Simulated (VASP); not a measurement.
RbIr:

```xyz
4
Lattice="0.0000 3.8828 3.8828 3.8828 0.0000 3.8828 3.8828 3.8828 0.0000" Properties=species:S:1:pos:R:3 pbc="T T T"
Rb    3.8828    3.8828    3.8828
Rb    5.8242    5.8242    5.8242
Ir    0.0000    0.0000    0.0000
Ir    1.9414    1.9414    1.9414
```

| Item | Value |
| --- | --- |
| Program | VASP 6.6.1 |
| Task | relaxation of cell and atoms |
| Functional | PBE |
| Potentials or basis | VASP PAW PBE potentials, release 64 (Rb_sv, Ir) |
| Cutoff | 500 eV |
| k mesh | 4 × 4 × 4 |
| Occupations | gaussian, width 0.1 eV |
| Spin | no spin polarisation |

At the start: pressure -5.3 GPa; volume 29.27 Å³/atom.

Task: Where does the relaxation end?

Result: Over 3 steps the energy falls by 99.0 meV/atom and the volume is 24.40 Å³/atom (-16.6 %); space group Fd-3m (No. 227, to 0.1 Å) before and after.

The path:
| step | energy change (eV) | largest force (eV/Å) | pressure (GPa) | volume (Å³) |
| --- | --- | --- | --- | --- |
| 1 | 0.0000 | 0.0000 | -5.31 | 117.07 |
| 2 | -0.3735 | 0.0000 | -1.71 | 101.41 |
| 3 | -0.3960 | 0.0000 | -0.13 | 97.61 |

Final structure:
```cif
data_structure
_symmetry_space_group_name_H-M 'P 1'
_symmetry_Int_Tables_number 1
_cell_length_a 5.1682
_cell_length_b 5.1682
_cell_length_c 5.1682
_cell_angle_alpha 60.000
_cell_angle_beta 60.000
_cell_angle_gamma 60.000
_cell_volume 97.61
loop_
_atom_site_label
_atom_site_type_symbol
_atom_site_fract_x
_atom_site_fract_y
_atom_site_fract_z
_atom_site_occupancy
Rb1 Rb 0.50000 0.50000 0.50000 1
Rb2 Rb 0.75000 0.75000 0.75000 1
Ir1 Ir 0.00000 0.00000 0.00000 1
Ir2 Ir 0.25000 0.25000 0.25000 1
```

Caveat: the volume moved by over 15 % at a fixed basis, so the end points are rough.
